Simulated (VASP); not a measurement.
# Ag (a cell with a defect) in VASP: single point with PBE

Aim: the single point of Ag (a cell with a defect) with PBE.

Everything below comes from runs of VASP 6.6.1. Logs are shortened: lines on timing, memory, paths and dates and some standing lists are left out, and cuts for length are marked.

## Step 1: The cell of the first run

The cell holds a defect, 26 atoms: a = 8.798 Å, b = 8.798 Å, c = 8.798 Å, α = 60.00°, β = 60.00°, γ = 60.00°.

## Step 2: Single point, PBE

Contents of INCAR:

```
ALGO = Normal
EDIFF = 1E-6
ENCUT = 520
GGA = PE
ISIF = 2
ISMEAR = 0
LASPH = T
LCHARG = F
LREAL = Auto
LWAVE = F
NBANDS = 162
NELM = 60
PREC = Accurate
SIGMA = 0.1
```

Contents of KPOINTS:

```
k-points
0
Gamma
  4 4 4
```

Contents of POSCAR:

```
Ag
1.0
    0.0000000000      6.2212473400     -6.2212473400
    6.2212473400      6.2212473400      0.0000000000
    6.2212473400      0.0000000000     -6.2212473400
Ag
26
Direct
    0.6666666667      0.3297035929      0.6666666667
    0.6666666667      0.6702964071      0.6666666667
    0.3369630737      1.0000000000      0.6666666667
    0.3369630737      0.3297035929      0.6666666667
    0.3334592882      0.6667926215      0.6662888020
   -0.0036297404      0.0000000000      0.6666666667
   -0.0001259549      0.3332073785      0.6670445313
   -0.0036297404      0.6702964071      0.6666666667
    0.6666666667      1.0000000000      0.3369630737
    0.6666666667      0.3297035929      0.3369630737
    0.6662888020      0.6667926215      0.3334592882
    0.3334592882     -0.0003778646      0.3334592882
    0.3342195951      0.3324470715      0.3342195951
    0.3334592882      0.6667926215      0.3334592882
   -0.0036297404      0.0000000000      0.3369630737
   -0.0008862618      0.3324470715      0.3342195951
   -0.0008862618      0.6675529285      0.3342195951
    0.6666666667      0.0000000000     -0.0036297404
    0.6670445313      0.3332073785     -0.0001259549
    0.6666666667      0.6702964071     -0.0036297404
    0.3369630737      0.0000000000     -0.0036297404
    0.3342195951      0.3324470715     -0.0008862618
    0.3342195951      0.6675529285     -0.0008862618
   -0.0001259549      0.0003778646     -0.0001259549
   -0.0001259549      0.3332073785     -0.0001259549
   -0.0008862618      0.6675529285     -0.0008862618
```

Potentials or basis: VASP PAW PBE potentials, release 64 (Ag).

Run with:

```console
$ cat potpaw_PBE.64/Ag/POTCAR > POTCAR
$ mpirun -np 1 vasp_std > vasp.out
```

OUTCAR:

```text
EDIFF = 1E-6
   ENCUT = 520
   GGA = PE
   ISIF = 2
   ISMEAR = 0
   LASPH = T
   LREAL = Auto
   NELM = 60
   PREC = Accurate

 ion  position               nearest neighbor table
   1  0.667  0.330  0.667-   6 2.90  18 2.90  10 2.90   4 2.90  16 2.93  22 2.93  19 2.95   7 2.95
                             5 2.95  11 2.95   2 3.00
   2  0.667  0.670  0.667-   8 2.90  20 2.90   9 2.90   3 2.90  17 2.93  23 2.93   7 2.95  19 2.95
                             5 2.95  11 2.95   1 3.00
   3  0.337  0.000  0.667-  21 2.90   4 2.90   2 2.90   9 2.90  23 2.93  13 2.93  24 2.95   7 2.95
                            12 2.95   5 2.95   6 3.00
   4  0.337  0.330  0.667-  21 2.90   3 2.90  10 2.90   1 2.90  22 2.93  13 2.93   5 2.95  25 2.95
                             7 2.95  14 2.95   8 3.00
   5  0.333  0.667  0.666-  11 2.93  14 2.93  12 2.93  26 2.93  22 2.93  23 2.93   8 2.95   4 2.95
                             6 2.95   1 2.95   3 2.95   2 2.95
   6  0.996  0.000  0.667-  18 2.90   1 2.90   8 2.90  15 2.90  26 2.93  16 2.93  24 2.95   5 2.95
                             7 2.95  12 2.95   3 3.00
   7  1.000  0.333  0.667-  19 2.93  25 2.93  24 2.93  17 2.93  13 2.93  16 2.93   1 2.95   2 2.95
                             4 2.95   3 2.95   6 2.95   8 2.95
   8  0.996  0.670  0.667-   2 2.90  20 2.90   6 2.90  15 2.90  26 2.93  17 2.93   5 2.95  25 2.95
                             7 2.95  14 2.95   4 3.00
   9  0.667  0.000  0.337-  15 2.90  10 2.90   2 2.90   3 2.90  17 2.93  13 2.93  24 2.95  19 2.95
[... 21 lines left out ...]
  20  0.667  0.670  0.996-   2 2.90   8 2.90  18 2.90  21 2.90  26 2.93  23 2.93  11 2.95  25 2.95
                            19 2.95  14 2.95  10 3.00
  21  0.337  0.000  0.996-   3 2.90   4 2.90  20 2.90  18 2.90  23 2.93  22 2.93  12 2.95  14 2.95
                            24 2.95  25 2.95  15 3.00
  22  0.334  0.332  0.999-   4 2.93  21 2.93   1 2.93  18 2.93  12 2.93  25 2.93   5 2.93  19 2.93
                            13 2.95  16 2.95  26 2.95  23 2.95
  23  0.334  0.668  0.999-  21 2.93   3 2.93   2 2.93  20 2.93  14 2.93  24 2.93  19 2.93   5 2.93
                            17 2.95  26 2.95  13 2.95  22 2.95
  24  1.000  0.000  1.000-   7 2.93  19 2.93  25 2.93  26 2.93  17 2.93  23 2.93   6 2.95  18 2.95
                             3 2.95   9 2.95  21 2.95  15 2.95
  25  1.000  0.333  1.000-   7 2.93  19 2.93  24 2.93  22 2.93  16 2.93  26 2.93  20 2.95   8 2.95
                             4 2.95  10 2.95  21 2.95  15 2.95
  26  0.999  0.668  0.999-   6 2.93  18 2.93   8 2.93  20 2.93  24 2.93  11 2.93   5 2.93  25 2.93
                            17 2.95  23 2.95  22 2.95  16 2.95

  LATTYP: Found a face centered cubic cell.
 ALAT       =    12.4424946800

  Lattice vectors:

 A1 = (   0.0000000000,   6.2212473400,  -6.2212473400)
 A2 = (   6.2212473400,   6.2212473400,   0.0000000000)
 A3 = (   6.2212473400,   0.0000000000,  -6.2212473400)

Analysis of symmetry for initial positions (statically):
=====================================================================
 Subroutine PRICEL returns:
 Original cell was already a primitive cell.

 Routine SETGRP: Setting up the symmetry group for a
[... 170 lines left out ...]
   IALGO  =     38    algorithm
   IMIX   =      4    mixing-type and parameters
     AMIX     =   0.40;   BMIX     =  1.00
     AMIX_MAG =   1.60;   BMIX_MAG =  1.00
  volume/ion in A,a.u.               =      18.52       124.99
  Fermi-wavevector in a.u.,A,eV,Ry     =   1.376077  2.600408 25.763824  1.893588
  Thomas-Fermi vector in A             =   2.501355
   LORBIT       =      0    0 simple, 1 ext, 2 COOP (PROOUT), +10 PAW based schemes
   GGA     = PE    functional components
   LHFCALC =     F    Hartree Fock is set to
   AEXX    =    0.0000 exact exchange contribution
   IVDW    =     0    specifies the selected vdW correction
   LEPSILON=     F    determine dielectric tensor
   LRPA    =     F    only Hartree local field effects (RPA)
 non-spin polarized calculation
 Gauss-broadening in eV      SIGMA  =   0.10
  energy-cutoff  :      520.00
  volume of cell :      481.57
 maximum number of plane-waves:     12986
 NGX is ok and might be reduce to    70
   NGX = 33   NGY = 33   NGZ = 33

 number of electron     286.0000000 magnetization

 Free energy of the ion-electron system (eV)
  ---------------------------------------------------
  ext. energy  EPLUGINS =         0.00000000
  ---------------------------------------------------
  free energy    TOTEN  =       -69.71698779 eV

  energy without entropy =      -69.65844685  energy(sigma->0) =      -69.68771732

 E-fermi :   7.2668     XC(G=0): -11.6833

 val. band max:        7.2338469933   @ k =   0.5000   0.2500   0.0000
 cond. band min:       7.2904249369   @ k =   0.5000   0.0000   0.0000
 fundamental gap:      0.0565779436
 Fermi energy:         7.2668483849

 k-point     1 :       0.0000    0.0000    0.0000
  band No.  band energies     occupation
      1       0.0642      2.00000
      2       1.3725      2.00000
      3       1.3827      2.00000
      4       1.3827      2.00000
      5       1.3827      2.00000
      6       1.4549      2.00000
[... 1253 lines left out ...]
    154       9.8302      0.00000
    155       9.9199      0.00000
 [bands above 155 left out]

------------------------ aborting loop because EDIFF is reached ----------------------------------------

  FORCE on cell =-STRESS in cart. coord.  units (eV):
  Direction    XX          YY          ZZ          XY          YZ          ZX
  --------------------------------------------------------------------------------------
  -------------------------------------------------------------------------------------
  Total       -2.7792292     -2.7792292     -2.7792292      0.0000000      0.0000000     -0.0000000
  in kB       -9.2463971     -9.2463971     -9.2463971      0.0000000      0.0000000     -0.0000000
  external PRESSURE =      -9.2463971 kB  Pullay stress =       0.0000000 kB

 VOLUME and BASIS-vectors are now :
 -----------------------------------------------------------------------------
  energy-cutoff  :      520.00
  volume of cell :      481.57
      direct lattice vectors                 reciprocal lattice vectors
     0.000000000  6.221247340 -6.221247340    -0.080369735  0.080369735 -0.080369735
     6.221247340  6.221247340  0.000000000     0.080369735  0.080369735  0.080369735
     6.221247340  0.000000000 -6.221247340     0.080369735 -0.080369735 -0.080369735

 POSITION                                       TOTAL-FORCE (eV/Angst)
 -----------------------------------------------------------------------------------
      6.19867      6.19867     -8.29500        -0.000650     -0.000650     -0.000000
      8.31758      8.31758     -8.29500         0.000650      0.000650     -0.000000
      4.14750      2.09633     -6.24383         0.000000      0.000650     -0.000650
      6.19867      4.14750     -6.24383        -0.000650      0.000000     -0.000650
      8.29343      6.22281     -6.21968        -0.001350      0.001350      0.001350
      4.14750      6.19867    -10.34616         0.000000     -0.000650      0.000650
[... 18 lines left out ...]
      8.29343      8.29343    -12.44093        -0.001350     -0.001350      0.001350
     10.36875     10.36875    -12.43147         0.000000      0.000000      0.001318
 -----------------------------------------------------------------------------------
    total drift:                               -0.000011     -0.000012     -0.000009

  FREE ENERGIE OF THE ION-ELECTRON SYSTEM (eV)
  ---------------------------------------------------
  free  energy   TOTEN  =       -69.7169877896 eV

  energy  without entropy=      -69.6584468520  energy(sigma->0) =      -69.68771732
```

OSZICAR:

```text
N       E                     dE             d eps       ncg     rms          rms(c)
DAV:   1     0.211135185445E+04    0.21114E+04   -0.14685E+05  2592   0.175E+03
DAV:   2     0.558646878320E+01   -0.21058E+04   -0.20244E+04  2632   0.404E+02
DAV:   3    -0.744633971450E+02   -0.80050E+02   -0.77317E+02  2732   0.776E+01
DAV:   4    -0.757099444946E+02   -0.12465E+01   -0.12424E+01  2726   0.927E+00
DAV:   5    -0.757236238839E+02   -0.13679E-01   -0.13670E-01  2752   0.967E-01    0.227E+01
DAV:   6    -0.699158129185E+02    0.58078E+01   -0.23357E+01  2710   0.165E+01    0.153E+01
DAV:   7    -0.697769238962E+02    0.13889E+00   -0.35092E-01  2688   0.155E+00    0.874E+00
DAV:   8    -0.697167039194E+02    0.60220E-01   -0.21910E-02  2716   0.567E-01    0.237E-01
DAV:   9    -0.697167387983E+02   -0.34879E-04   -0.15317E-03  2712   0.251E-01    0.929E-02
DAV:  10    -0.697169425655E+02   -0.20377E-03   -0.32077E-04  2760   0.527E-02    0.465E-02
DAV:  11    -0.697169896438E+02   -0.47078E-04   -0.53058E-05  2712   0.336E-02    0.138E-02
DAV:  12    -0.697169874320E+02    0.22118E-05   -0.66457E-06  2760   0.183E-02    0.448E-03
DAV:  13    -0.697169877896E+02   -0.35754E-06   -0.57427E-07  1440   0.412E-03
   1 F= -.69716988E+02 E0= -.69687717E+02  d E =-.585409E-01
```

Run time: 12 min. Hardware: 1 thread of Intel Xeon 6975P-C (Granite Rapids), shared host; peak memory 0.89 GiB.

Results:

- Free energy: -69.7170 eV
- Pressure: -0.9 GPa
- Band gap on the k mesh: zero (band 143 reaches 7.39 eV, above the bottom of band 144 at 5.50 eV)

Forces in eV/Å, atoms in the order of the input:
```
Ag  -0.001 -0.001  0.000
Ag   0.001  0.001  0.000
Ag   0.000  0.001 -0.001
Ag  -0.001  0.000 -0.001
Ag  -0.001  0.001  0.001
Ag   0.000 -0.001  0.001
Ag   0.001 -0.001 -0.001
Ag   0.001  0.000  0.001
Ag   0.001  0.000 -0.001
Ag   0.000 -0.001 -0.001
Ag   0.001 -0.001  0.001
Ag  -0.001 -0.001 -0.001
Ag   0.000  0.000 -0.001
Ag   0.001  0.001 -0.001
Ag   0.001 -0.001  0.000
Ag   0.000 -0.001  0.000
Ag   0.001  0.000  0.000
Ag  -0.001  0.000  0.001
Ag  -0.001  0.001 -0.001
Ag   0.000  0.001  0.001
Ag  -0.001  0.001  0.000
Ag  -0.001  0.000  0.000
Ag   0.000  0.001  0.000
Ag   0.001  0.001  0.001
Ag  -0.001 -0.001  0.001
Ag   0.000  0.000  0.001
```
